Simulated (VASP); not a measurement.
# Hf3B2 (P-3m1) in VASP: notebook

Hf3B2 is run at these levels: PBE; tasks: single point, relaxation of cell and atoms.

All numbers are computed with VASP 6.6.1; they aren't measurements. Logs are shortened: lines on timing, memory, paths and dates and some standing lists are left out, and cuts for length are marked.

### Step 1. The cell of the first run

Symmetry: P-3m1, No. 164, trigonal system. The conventional cell has a = 3.986 Å, b = 3.986 Å, c = 4.835 Å, α = 90.00°, β = 90.00°, γ = 120.00°. Within 3.2 Å of Hf (site symmetry 3m) lie 5 B at 2.41 to 2.53 Å and 6 Hf at 2.67 to 2.89 Å. Hf (site symmetry -3m) has 6 B at 2.40 Å and 6 Hf at 2.89 Å within 3.2 Å. B (site symmetry 3m) has 8 Hf at 2.40 to 2.53 Å and 3 B at 2.68 Å within 3.2 Å.

### Step 2. Single point, PBE

The input, INCAR:

```
SYSTEM = Hf3B2
  ALGO = Normal
  EDIFF = 1E-6
  ENCUT = 520
  GGA = PE
  ISIF = 2
  ISMEAR = 0
  LASPH = .True.
  LCHARG = .False.
  LREAL = .False.
  LWAVE = .False.
  NBANDS = 26
  NELM = 100
  PREC = Accurate
  SIGMA = 0.1
```

The input, KPOINTS:

```
k-points
0
Gamma
  6 6 4
  0 0 0
```

The input, POSCAR:

```
Hf3B2
1.0
    3.9862073400      0.0000000000      0.0000000000
   -1.9931036700      3.4521568200      0.0000000000
    0.0000000000      0.0000000000      4.8349337300
Hf B
3 2
Direct
    0.6666666700      0.3333333300      0.3600405200
    0.3333333300      0.6666666700      0.6399594800
    0.0000000000      0.0000000000      0.0000000000
    0.6666666700      0.3333333300      0.8575603400
    0.3333333300      0.6666666700      0.1424396600
```

Potentials or basis: VASP PAW PBE potentials, release 64 (Hf_pv, B).

Run with:

```
cat potpaw_PBE.64/Hf_pv/POTCAR potpaw_PBE.64/B/POTCAR > POTCAR
mpirun -np 1 vasp_std > vasp.out
```

OUTCAR:

```text
SYSTEM = Hf3B2
   EDIFF = 1E-6
   ENCUT = 520
   GGA = PE
   ISIF = 2
   ISMEAR = 0
   LASPH = .True.
   LREAL = .False.
   NELM = 100
   PREC = Accurate

 ion  position               nearest neighbor table
   1  0.667  0.333  0.360-   4 2.41   4 2.43   5 2.53   5 2.53   5 2.53   2 2.67   2 2.67   2 2.67
                             3 2.89   3 2.89   3 2.89   3 3.86   3 3.86   3 3.86
   2  0.333  0.667  0.640-   5 2.41   5 2.43   4 2.53   4 2.53   4 2.53   1 2.67   1 2.67   1 2.67
                             3 2.89   3 2.89   3 2.89   3 3.86   3 3.86   3 3.86
   3  0.000  0.000  0.000-   4 2.40   5 2.40   5 2.40   4 2.40   4 2.40   5 2.40   1 2.89   2 2.89
                             2 2.89   1 2.89   2 2.89   1 2.89   2 3.86   1 3.86   2 3.86   1 3.86
   4  0.667  0.333  0.858-   3 2.40   3 2.40   3 2.40   1 2.41   1 2.43   2 2.53   2 2.53   2 2.53

   5  0.333  0.667  0.142-   3 2.40   3 2.40   3 2.40   2 2.41   2 2.43   1 2.53   1 2.53   1 2.53

  LATTYP: Found a hexagonal cell.
 ALAT       =     3.9862073400
 C/A-ratio  =     1.2129157662

  Lattice vectors:

 A1 = (   3.9862073400,   0.0000000000,   0.0000000000)
 A2 = (  -1.9931036700,   3.4521568200,   0.0000000000)
 A3 = (   0.0000000000,   0.0000000000,   4.8349337300)

Analysis of symmetry for initial positions (statically):
=====================================================================
 Subroutine PRICEL returns:
 Original cell was already a primitive cell.

 Routine SETGRP: Setting up the symmetry group for a
 hexagonal supercell.

 Subroutine GETGRP returns: Found 12 space group operations
 (whereof 12 operations were pure point group operations)
 out of a pool of 24 trial point group operations.

The static configuration has the point symmetry D_3d.

Analysis of symmetry for dynamics (positions and initial velocities):
=====================================================================
 Subroutine PRICEL returns:
 Original cell was already a primitive cell.

 Routine SETGRP: Setting up the symmetry group for a
 hexagonal supercell.

 Subroutine GETGRP returns: Found 12 space group operations
 (whereof 12 operations were pure point group operations)
 out of a pool of 24 trial point group operations.

The dynamic configuration has the point symmetry D_3d.

 Subroutine INISYM returns: Found 12 space group operations
 (whereof 12 operations are pure point group operations),
 and found     1 'primitive' translations

[... 99 lines left out ...]
   EDIFF  = 0.1E-05   stopping-criterion for ELM
   LREAL  =      F    real-space projection
   EDIFFG = 0.1E-04   stopping-criterion for IOM
   NSW    =      0    number of steps for IOM
   IBRION =     -1    ionic relax: 0-MD 1-quasi-New 2-CG
   NFREE  =      0    steps in history (QN), initial steepest desc. (CG)
   ISIF   =      2    stress and relaxation
   ISYM   =      2    0-nonsym 1-usesym 2-fastsym
   POTIM  = 0.5000    time-step for ionic-motion
   TEBEG  =    0.0;   TEEND  =   0.0 temperature during run
   PSTRESS=    0.0 pullay stress
   NELECT =      36.0000    total number of electrons
   NUPDOWN=      -1.0000    fix difference up-down
   EMIN   =  10.00;   EMAX   =-10.00  energy-range for DOS
   EFERMI =   0.00;   METHOD = LEGACY
   ISMEAR =     0;   SIGMA  =   0.10  broadening in eV -4-tet -1-fermi 0-gaus
   EFERMI_NEDOS =   21; number of points for ismear=-14 and -15
   IALGO  =     38    algorithm
   IMIX   =      4    mixing-type and parameters
     AMIX     =   0.40;   BMIX     =  1.00
     AMIX_MAG =   1.60;   BMIX_MAG =  1.00
  volume/ion in A,a.u.               =      13.31        89.80
  Fermi-wavevector in a.u.,A,eV,Ry     =   1.334019  2.520930 24.213020  1.779607
  Thomas-Fermi vector in A             =   2.462833
   LORBIT       =      0    0 simple, 1 ext, 2 COOP (PROOUT), +10 PAW based schemes
   GGA     = PE    functional components
   LHFCALC =     F    Hartree Fock is set to
   AEXX    =    0.0000 exact exchange contribution
   IVDW    =     0    specifies the selected vdW correction
   LEPSILON=     F    determine dielectric tensor
   LRPA    =     F    only Hartree local field effects (RPA)
 non-spin polarized calculation
 Gauss-broadening in eV      SIGMA  =   0.10
  energy-cutoff  :      520.00
  volume of cell :       66.53
 maximum number of plane-waves:      1823
 NGX is ok and might be reduce to    30
   NGX = 15   NGY = 15   NGZ = 17

 number of electron      36.0000005 magnetization

 Free energy of the ion-electron system (eV)
  ---------------------------------------------------
  ext. energy  EPLUGINS =         0.00000000
  ---------------------------------------------------
  free energy    TOTEN  =       -42.04375035 eV

  energy without entropy =      -42.02963010  energy(sigma->0) =      -42.03669023

 E-fermi :   6.6217     XC(G=0): -12.3475

 val. band max:        6.5880521670   @ k =  -0.1667   0.5000   0.2500
 cond. band min:       6.6271318587   @ k =   0.0000   0.0000   0.2500
 fundamental gap:      0.0390796917
 Fermi energy:         6.6216510501

 k-point     1 :       0.0000    0.0000    0.0000
  band No.  band energies     occupation
      1     -23.9090      2.00000
      2     -23.9090      2.00000
      3     -23.7615      2.00000
      4     -23.7502      2.00000
      5     -23.5828      2.00000
      6     -23.5828      2.00000
[... 685 lines left out ...]
     25      10.9825      0.00000
     26      11.5343      0.00000

------------------------ aborting loop because EDIFF is reached ----------------------------------------

  FORCE on cell =-STRESS in cart. coord.  units (eV):
  Direction    XX          YY          ZZ          XY          YZ          ZX
  --------------------------------------------------------------------------------------
  -------------------------------------------------------------------------------------
  Total       11.9114387     11.9114387     11.9485319      0.0000000      0.0000000      0.0000000
  in kB      286.8361445    286.8361443    287.7293762      0.0000000      0.0000000      0.0000000
  external PRESSURE =     287.1338883 kB  Pullay stress =       0.0000000 kB

 VOLUME and BASIS-vectors are now :
 -----------------------------------------------------------------------------
  energy-cutoff  :      520.00
  volume of cell :       66.53
      direct lattice vectors                 reciprocal lattice vectors
     3.986207340  0.000000000  0.000000000     0.250865024  0.144836989  0.000000000
    -1.993103670  3.452156820  0.000000000     0.000000000  0.289673978  0.000000000
     0.000000000  0.000000000  4.834933730     0.000000000  0.000000000  0.206828068

 POSITION                                       TOTAL-FORCE (eV/Angst)
 -----------------------------------------------------------------------------------
      1.99310      1.15072      1.74077        -0.000000      0.000000     -1.862753
     -0.00000      2.30144      3.09416         0.000000     -0.000000      1.862753
      0.00000      0.00000      0.00000         0.000000      0.000000      0.000000
      1.99310      1.15072      4.14625         0.000000      0.000000     -2.355710
     -0.00000      2.30144      0.68869         0.000000      0.000000      2.355710
 -----------------------------------------------------------------------------------
    total drift:                               -0.000000      0.000000     -0.000000

  FREE ENERGIE OF THE ION-ELECTRON SYSTEM (eV)
  ---------------------------------------------------
  free  energy   TOTEN  =       -42.0437503548 eV

  energy  without entropy=      -42.0296301011  energy(sigma->0) =      -42.03669023
```

OSZICAR:

```text
N       E                     dE             d eps       ncg     rms          rms(c)
DAV:   1     0.126844878774E+03    0.12684E+03   -0.19486E+04  1256   0.134E+03
DAV:   2    -0.394359940116E+02   -0.16628E+03   -0.16005E+03  1488   0.317E+02
DAV:   3    -0.463676932792E+02   -0.69317E+01   -0.68062E+01  1590   0.456E+01
DAV:   4    -0.464503498422E+02   -0.82657E-01   -0.82443E-01  1556   0.541E+00
DAV:   5    -0.464512022923E+02   -0.85245E-03   -0.85171E-03  1558   0.521E-01    0.959E+01
DAV:   6    -0.423587553407E+02    0.40924E+01   -0.26865E+01  1410   0.187E+01    0.642E+01
DAV:   7    -0.425880186386E+02   -0.22926E+00   -0.80364E+00  1454   0.152E+01    0.211E+01
DAV:   8    -0.420410079042E+02    0.54701E+00   -0.31111E+00  1360   0.814E+00    0.265E+00
DAV:   9    -0.420459802290E+02   -0.49723E-02   -0.14627E-01  1502   0.244E+00    0.189E+00
DAV:  10    -0.420443568340E+02    0.16234E-02   -0.89492E-03  1546   0.613E-01    0.872E-01
DAV:  11    -0.420437615905E+02    0.59524E-03   -0.27953E-03  1396   0.330E-01    0.138E-01
DAV:  12    -0.420437531313E+02    0.84592E-05   -0.20727E-04  1500   0.824E-02    0.604E-02
DAV:  13    -0.420437510673E+02    0.20640E-05   -0.82859E-06  1538   0.175E-02    0.315E-02
DAV:  14    -0.420437503548E+02    0.71248E-06   -0.19913E-06   912   0.913E-03
   1 F= -.42043750E+02 E0= -.42036690E+02  d E =-.141203E-01
```

stdout:

```text
POSCAR found type information on POSCAR HfB
 POSCAR found :  2 types and       5 ions
 scaLAPACK will be used
 LDA part: xc-table for (Slater+PW92), standard interpolation
 POSCAR, INCAR and KPOINTS ok, starting setup
 FFT: planning ... GRIDC
 FFT: planning ... GRID_SOFT
 FFT: planning ... GRID
 WAVECAR not read
 entering main loop
```

Wall time 20 s (1 thread of AMD EPYC 9R45 (Zen 5), shared host); peak memory 0.16 GiB.

What came out:

```
Free energy            : -42.0438 eV
Pressure               : 28.7 GPa
Largest force          : 2.356 eV/Å
Band gap on the k mesh : zero (band 18 reaches 7.20 eV, above the bottom of band 19 at 5.89 eV)
```

Forces on the atoms (eV/Å):
```
Hf   0.000  0.000 -1.863
Hf   0.000  0.000  1.863
Hf   0.000  0.000  0.000
B    0.000  0.000 -2.356
B    0.000  0.000  2.356
```

Caveat: spin-orbit coupling is left out, which moves the levels of the heavy elements; forces of over 1 eV/Å act on the atoms, so gaps and moduli don't describe the material at rest.

### Step 3. Single point, PBE

This run uses another cell than the first one, of 15.73 Å³/atom, 1.182 times its volume.

The input, INCAR:

```
  ALGO = Normal
  EDIFF = 1E-6
  ENCUT = 520
  GGA = PE
  ISIF = 2
  ISMEAR = 0
  LASPH = T
  LCHARG = F
  LREAL = F
  LWAVE = F
  NBANDS = 26
  NELM = 100
  PREC = Accurate
  SIGMA = 0.1
```

The input, KPOINTS:

```
k-points
0
Gamma
  6 6 4
```

The input, POSCAR:

```
Hf3B2
1.0
    4.0674191006      0.0000000000      0.0000000000
   -2.0337095503      3.5224882690      0.0000000000
    0.0000000000      0.0000000000      5.4904585677
Hf B
3 2
Direct
    0.6666666667      0.3333333333      0.3292330527
    0.3333333333      0.6666666667      0.6707669473
    0.0000000000      0.0000000000      0.0000000000
    0.6666666667      0.3333333333      0.7914613855
    0.3333333333      0.6666666667      0.2085386145
```

Potentials or basis: VASP PAW PBE potentials, release 64 (Hf_pv, B).

Run with:

```
cat potpaw_PBE.64/Hf_pv/POTCAR potpaw_PBE.64/B/POTCAR > POTCAR
mpirun -np 1 vasp_std > vasp.out
```

Run time: 26 s. Hardware: 1 thread of AMD EPYC 9R45 (Zen 5), shared host; peak memory 0.17 GiB.

The run converged. Its results:

| Property | Result |
| --- | --- |
| Free energy | -44.0629 eV |
| Pressure | -0.5 GPa |
| Largest force | 0.015 eV/Å |
| Band gap on the k mesh | zero (band 18 reaches 5.38 eV, above the bottom of band 19 at 4.78 eV) |

Forces on the atoms (eV/Å):
```
Hf   0.000  0.000  0.004
Hf   0.000  0.000 -0.004
Hf   0.000  0.000  0.000
B    0.000  0.000 -0.015
B    0.000  0.000  0.015
```

Levels at points of the mesh, in eV from the Fermi level:
```
           k point  band 14  band 15  band 16  band 17  band 18  band 19  band 20  band 21  band 22  band 23
(0.00, 0.00, 0.00)    -2.94    -1.94    -1.94    -1.41    -1.41     1.36     1.76     3.10     3.75     3.75
(0.50, 0.00, 0.00)    -1.94    -1.65    -1.06    -1.04    -0.94     0.41     1.15     1.34     2.77     2.91
(0.00, 0.00, 0.50)    -3.54    -1.46    -1.46    -0.33    -0.28    -0.28     1.62     1.62     2.16     2.94
(0.50, 0.00, 0.50)    -2.13    -1.64    -1.53    -1.19    -0.28     0.56     1.20     1.64     2.25     2.27
```

Caveat: spin-orbit coupling is left out, which moves the levels of the heavy elements.

(Part 1 of 2 ends here.)
